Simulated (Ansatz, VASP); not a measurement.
**Ru in VASP and in Ansatz**

```
Ru
1.0
     2.70580    0.00000    0.00000
    -1.35290    2.34329    0.00000
     0.00000    0.00000    4.28190
Ru
2
Direct
  0.66667 0.33333 0.75000
  0.33333 0.66667 0.25000
```

Alike in both runs: task relaxation of cell and atoms; functional BLYP; dispersion D3(BJ); k mesh 11 × 11 × 6; occupations fermi-dirac, width 0.05 eV; no spin polarisation.

|  | VASP | Ansatz |
| --- | --- | --- |
| version | VASP 6.6.1 | Ansatz 0.2.0 |
| potentials or method | VASP PAW PBE potentials, release 64 (Ru_pv) | Ansatz PAW |
| plane-wave cutoff (eV) | 600 | 420 |
| valence electrons in the cell | 28 | 32 |

Ansatz gave:

```
relaxed volume (Å³/atom)                                     : 13.61
relaxed cell length with the largest relative difference (Å) : 4.285
```

Problem. Estimate VASP's values.

Solution. Relaxed volume (Å³/atom): 13.64; relaxed cell length with the largest relative difference (Å): 4.289.

VASP's potentials were made for PBE, not for BLYP. VASP's potentials hold 28 valence electrons a cell and Ansatz's 32, so a difference there can come from the potentials and not from the codes.

Noted on Ansatz's run: the plane-wave basis is chosen anew once the cell has moved, so the energies of steps on either side of that aren't comparable.
